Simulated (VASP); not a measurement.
# Ca2Si (Immm) in VASP: further runs, part 2 of 2

VASP 6.6.1. Earlier steps stand in the parts before.

## 4. Single point, LDA (atoms displaced along a vibrational mode, the cell strained)

Input file INCAR:

```
ALGO = Normal
EDIFF = 1E-6
ENCUT = 520
GGA = CA
ISIF = 2
ISMEAR = 0
LASPH = T
LCHARG = F
LREAL = F
LWAVE = F
NBANDS = 19
NELM = 80
PREC = Accurate
SIGMA = 0.05
```

Input file KPOINTS:

```
k-points
0
Gamma
  8 8 8
```

Input file POSCAR:

```
Ca2Si
1.0
    0.0000000000      3.5834912206      3.3381953199
    3.5834912206      0.0000000000      3.3381953199
    3.5834912206      3.5834912206      0.0000000000
Ca Si
2 1
Direct
    0.7267257627      0.7267257627      0.7732742373
    0.2732742373      0.2732742373      0.2267257627
    0.0000000000      0.0000000000      0.0000000000
```

Potentials or basis: VASP PAW LDA potentials, release 64 (Ca_sv, Si).

The run is started by

```
$ cat potpaw_LDA.64/Ca_sv/POTCAR potpaw_LDA.64/Si/POTCAR > POTCAR
$ mpirun -np 1 vasp_std > vasp.out
```

OUTCAR:

```text
EDIFF = 1E-6
   ENCUT = 520
   GGA = CA
   ISIF = 2
   ISMEAR = 0
   LASPH = T
   LREAL = F
   NELM = 80
   PREC = Accurate

 ion  position               nearest neighbor table
   1  0.727  0.727  0.773-   3 2.95   3 2.95   2 3.03   3 3.12   3 3.12
   2  0.273  0.273  0.227-   3 2.95   3 2.95   1 3.03   3 3.12   3 3.12
   3  0.000  0.000  0.000-   1 2.95   1 2.95   2 2.95   2 2.95   2 3.12   2 3.12   1 3.12   1 3.12

  LATTYP: Found a body centered tetragonal cell.
 ALAT       =     5.0678218848
 C/A-ratio  =     1.3174083051

  Lattice vectors:

 A1 = (   0.0000000000,  -3.5834912206,  -3.3381953199)
 A2 = (   0.0000000000,   3.5834912206,  -3.3381953199)
 A3 = (   3.5834912206,   0.0000000000,   3.3381953199)

Analysis of symmetry for initial positions (statically):
=====================================================================
 Subroutine PRICEL returns:
 Original cell was already a primitive cell.

 Routine SETGRP: Setting up the symmetry group for a
 body centered tetragonal supercell.

 Subroutine GETGRP returns: Found  8 space group operations
 (whereof  8 operations were pure point group operations)
 out of a pool of 16 trial point group operations.

The static configuration has the point symmetry D_2h.

Analysis of symmetry for dynamics (positions and initial velocities):
=====================================================================
 Subroutine PRICEL returns:
 Original cell was already a primitive cell.

 Routine SETGRP: Setting up the symmetry group for a
 body centered tetragonal supercell.

 Subroutine GETGRP returns: Found  8 space group operations
 (whereof  8 operations were pure point group operations)
 out of a pool of 16 trial point group operations.

The dynamic configuration has the point symmetry D_2h.

 Subroutine INISYM returns: Found  8 space group operations
 (whereof  8 operations are pure point group operations),
 and found     1 'primitive' translations

----------------------------------------------------------------------------------------

                                     Primitive cell

  volume of cell :      85.7343

  direct lattice vectors                    reciprocal lattice vectors
     0.000000000  3.583491221  3.338195320    -0.139528736  0.139528736  0.149781529
     3.583491221  0.000000000  3.338195320     0.139528736 -0.139528736  0.149781529
     3.583491221  3.583491221  0.000000000     0.139528736  0.139528736 -0.149781529

  length of vectors
     4.897443958  4.897443958  5.067821885     0.247731796  0.247731796  0.247731796

  position of ions in fractional coordinates (direct lattice)
     0.726725763  0.726725763  0.773274237
     0.273274237  0.273274237  0.226725763
     0.000000000  0.000000000  0.000000000

  ion indices of the primitive-cell ions
   primitive index   ion index
                 1           1
                 2           2
                 3           3

----------------------------------------------------------------------------------------

 KPOINTS: k-points

Automatic generation of k-mesh.
 Grid dimensions read from file:
 generate k-points for:    8    8    8

 Generating k-lattice:

  Cartesian coordinates                     Fractional coordinates (reciprocal lattice)
    -0.017441092  0.017441092  0.018722691     0.125000000  0.000000000  0.000000000
     0.017441092 -0.017441092  0.018722691     0.000000000  0.125000000  0.000000000
     0.017441092  0.017441092 -0.018722691    -0.000000000 -0.000000000  0.125000000

  Length of vectors
     0.030966475  0.030966475  0.030966475

  Shift w.r.t. Gamma in fractional coordinates (k-lattice)
     0.000000000  0.000000000  0.000000000

 Subroutine IBZKPT returns following result:
 ===========================================

 Found     95 irreducible k-points:

 Following reciprocal coordinates:
            Coordinates               Weight
  0.000000  0.000000  0.000000      1.000000
  0.125000  0.000000  0.000000      4.000000
  0.000000  0.000000 -0.125000      4.000000
  0.250000  0.000000  0.000000      4.000000
  0.000000  0.000000 -0.250000      4.000000
  0.375000  0.000000  0.000000      4.000000
[... 16 lines left out ...]
  0.250000  0.250000  0.000000      2.000000
  0.375000  0.250000  0.000000      4.000000
 [... further k-points ...]
   k-points           NKPTS =     95   k-points in BZ     NKDIM =     95   number of bands    NBANDS=     19
   number of dos      NEDOS =    301   number of ions     NIONS =      3
   total plane-waves  NPLWV =  51840
   dimension x,y,z NGX =    36 NGY =   36 NGZ =   40
   dimension x,y,z NGXF=    72 NGYF=   72 NGZF=   80
   ions per type =               2   1
   NGX,Y,Z   is equivalent  to a cutoff of  12.22, 12.22, 13.12 a.u.
   NGXF,Y,Z  is equivalent  to a cutoff of  24.44, 24.44, 26.24 a.u.
 SYSTEM =  unknown system
   PREC   = accura    normal or accurate (medium, high low for compatibility)
   ISTART =      0    job   : 0-new  1-cont  2-samecut
   ICHARG =      2    charge: 1-file 2-atom 10-const
   ISPIN  =      1    spin polarized calculation?
   LNONCOLLINEAR =      F non collinear calculations
   LSORBIT =      F    spin-orbit coupling
   LASPH  =      T    aspherical Exc in radial PAW
   ENCUT  =  520.0 eV  38.22 Ry    6.18 a.u.   9.11  9.11  9.42*2*pi/ulx,y,z
   NELM   =     80;   NELMIN=  2; NELMDL= -5     # of ELM steps
   EDIFF  = 0.1E-05   stopping-criterion for ELM
   LREAL  =      F    real-space projection
   EDIFFG = 0.1E-04   stopping-criterion for IOM
   NSW    =      0    number of steps for IOM
   IBRION =     -1    ionic relax: 0-MD 1-quasi-New 2-CG
   NFREE  =      0    steps in history (QN), initial steepest desc. (CG)
   ISIF   =      2    stress and relaxation
   ISYM   =      2    0-nonsym 1-usesym 2-fastsym
   POTIM  = 0.5000    time-step for ionic-motion
   TEBEG  =    0.0;   TEEND  =   0.0 temperature during run
   PSTRESS=    0.0 pullay stress
   NELECT =      24.0000    total number of electrons
   NUPDOWN=      -1.0000    fix difference up-down
   EMIN   =  10.00;   EMAX   =-10.00  energy-range for DOS
   EFERMI =   0.00;   METHOD = LEGACY
   ISMEAR =     0;   SIGMA  =   0.05  broadening in eV -4-tet -1-fermi 0-gaus
   EFERMI_NEDOS =   21; number of points for ismear=-14 and -15
   IALGO  =     38    algorithm
   IMIX   =      4    mixing-type and parameters
     AMIX     =   0.40;   BMIX     =  1.00
     AMIX_MAG =   1.60;   BMIX_MAG =  1.00
  volume/ion in A,a.u.               =      28.58       192.85
  Fermi-wavevector in a.u.,A,eV,Ry     =   1.070928  2.023761 15.604354  1.146888
  Thomas-Fermi vector in A             =   2.206653
   LORBIT       =      0    0 simple, 1 ext, 2 COOP (PROOUT), +10 PAW based schemes
   GGA     = CA    functional components
   LHFCALC =     F    Hartree Fock is set to
   AEXX    =    0.0000 exact exchange contribution
   IVDW    =     0    specifies the selected vdW correction
   LEPSILON=     F    determine dielectric tensor
   LRPA    =     F    only Hartree local field effects (RPA)
 non-spin polarized calculation
 Gauss-broadening in eV      SIGMA  =   0.05
  energy-cutoff  :      520.00
  volume of cell :       85.73
 maximum number of plane-waves:      2352
   NGX = 19   NGY = 19   NGZ = 19

 number of electron      24.0000002 magnetization

 Free energy of the ion-electron system (eV)
  ---------------------------------------------------
  ext. energy  EPLUGINS =         0.00000000
  ---------------------------------------------------
  free energy    TOTEN  =       -11.59753467 eV

  energy without entropy =      -11.59752620  energy(sigma->0) =      -11.59753044

 E-fermi :   2.7528     XC(G=0):  -8.8955

 val. band max:        2.6623556919   @ k =   0.5000   0.0000   0.5000
 cond. band min:       2.8430983674   @ k =   0.5000   0.0000   0.5000
 fundamental gap:      0.1807426756
 Fermi energy:         2.7527974334

 k-point     1 :       0.0000    0.0000    0.0000
  band No.  band energies     occupation
      1     -37.5466      2.00000
      2     -37.4553      2.00000
      3     -19.1341      2.00000
      4     -18.8699      2.00000
      5     -18.8378      2.00000
      6     -18.7693      2.00000
[... 11 lines left out ...]
     18       7.8046      0.00000
     19       7.8608      0.00000
[... 485 lines left out ...]
 k-point    24 :       0.3750    0.2500    0.0000
  band No.  band energies     occupation
      1     -37.5230      2.00000
      2     -37.4779      2.00000
      3     -19.1127      2.00000
      4     -18.9127      2.00000
      5     -18.8879      2.00000
      6     -18.7357      2.00000
[... 11 lines left out ...]
     18       6.9692      0.00000
     19       7.5159      0.00000

 [... further k-points ...]
[... 5 lines left out ...]
  --------------------------------------------------------------------------------------
  -------------------------------------------------------------------------------------
  Total       -0.7893166     -0.7893166      2.2476370     -0.6818053      0.0000000      0.0000000
  in kB      -14.7505215    -14.7505215     42.0031945    -12.7413810      0.0000000      0.0000000
  external PRESSURE =       4.1673838 kB  Pullay stress =       0.0000000 kB

 VOLUME and BASIS-vectors are now :
 -----------------------------------------------------------------------------
  energy-cutoff  :      520.00
  volume of cell :       85.73
      direct lattice vectors                 reciprocal lattice vectors
     0.000000000  3.583491221  3.338195320    -0.139528736  0.139528736  0.149781529
     3.583491221  0.000000000  3.338195320     0.139528736 -0.139528736  0.149781529
     3.583491221  3.583491221  0.000000000     0.139528736  0.139528736 -0.149781529

 POSITION                                       TOTAL-FORCE (eV/Angst)
 -----------------------------------------------------------------------------------
      5.37524      5.37524      4.85191         0.000000      0.000000      1.147761
      1.79175      1.79175      1.82449        -0.000000     -0.000000     -1.147761
      0.00000      0.00000      0.00000         0.000000      0.000000      0.000000
 -----------------------------------------------------------------------------------
    total drift:                                0.000000     -0.000000      0.000000

  FREE ENERGIE OF THE ION-ELECTRON SYSTEM (eV)
  ---------------------------------------------------
  free  energy   TOTEN  =       -11.5975346736 eV

  energy  without entropy=      -11.5975261979  energy(sigma->0) =      -11.59753044
```

OSZICAR:

```text
N       E                     dE             d eps       ncg     rms          rms(c)
DAV:   1     0.195523850240E+03    0.19552E+03   -0.11632E+04  3618   0.113E+03
DAV:   2    -0.458495147341E+00   -0.19598E+03   -0.19303E+03  3793   0.333E+02
DAV:   3    -0.119164885822E+02   -0.11458E+02   -0.11391E+02  6897   0.618E+01
DAV:   4    -0.123781235963E+02   -0.46164E+00   -0.46109E+00  5081   0.125E+01
DAV:   5    -0.124026739473E+02   -0.24550E-01   -0.24546E-01  5841   0.191E+00    0.569E+00
DAV:   6    -0.117074715399E+02    0.69520E+00   -0.18469E+00  4539   0.380E+00    0.311E+00
DAV:   7    -0.116076725134E+02    0.99799E-01   -0.48836E-01  4921   0.256E+00    0.105E+00
DAV:   8    -0.115988566100E+02    0.88159E-02   -0.74848E-02  4511   0.147E+00    0.211E-01
DAV:   9    -0.115975593745E+02    0.12972E-02   -0.68317E-03  4609   0.391E-01    0.135E-01
DAV:  10    -0.115975463472E+02    0.13027E-04   -0.10864E-03  5478   0.219E-01    0.354E-02
DAV:  11    -0.115975538691E+02   -0.75219E-05   -0.16981E-04  5151   0.551E-02    0.257E-02
DAV:  12    -0.115975341539E+02    0.19715E-04   -0.10891E-04  4877   0.567E-02    0.291E-03
DAV:  13    -0.115975346736E+02   -0.51978E-06   -0.56998E-06  5620   0.123E-02
   1 F= -.11597535E+02 E0= -.11597530E+02  d E =-.847573E-05
```

Wall time 67 s (1 thread of Intel Xeon 6975P-C (Granite Rapids), shared host); peak memory 0.28 GiB.

What came out:

* Free energy: -11.5975 eV
* Pressure: 0.4 GPa
* Largest force: 1.148 eV/Å
* Band gap on the k mesh: 0.18 eV

Forces in eV/Å, atoms in the order of the input:
```
Ca   0.000  0.000  1.148
Ca   0.000  0.000 -1.148
Si   0.000  0.000  0.000
```

Caveat: the cell differs from its parent crystal (atoms displaced along a vibrational mode, the cell strained); the stress differs along the axes, from -1 to 4 GPa; semilocal functionals underestimate gaps, and a narrow one can read as zero; forces of over 1 eV/Å act on the atoms, so gaps and moduli don't describe the material at rest.

## 5. Overview

```tsv
cell	gap on the mesh (eV)	pressure (GPa)	largest force (eV/Å)
a = 5.046, b = 5.046, c = 4.779 Å, angles 61.7, 61.7, 56.5°, 3 atoms	0.04	0.6	0.66
a = 4.872, b = 4.872, c = 5.126 Å, angles 58.3, 58.3, 63.5°, 3 atoms	0.08	0.4	1.24
a = 4.897, b = 4.897, c = 5.068 Å, angles 58.8, 58.8, 62.3°, 3 atoms	0.18	0.4	1.15
```

Alike in all rows: task single point; level LDA; potentials or basis VASP PAW LDA potentials, release 64 (Ca_sv, Si); no spin polarisation; k mesh 8 × 8 × 8; cutoff (eV) 520; smearing gaussian 0.05 eV.

Caveats: semilocal functionals underestimate gaps, and a narrow one can read as zero; forces of over 1 eV/Å act on the atoms, so gaps and moduli don't describe the material at rest (at least some runs); the stress differs along the axes, from -4 to 3 GPa (at least some runs); the stress differs along the axes, from -2 to 6 GPa (at least some runs); the stress differs along the axes, from -1 to 4 GPa (at least some runs).

Total energies depend on the potentials used, so only differences within one code and one set of settings carry meaning.
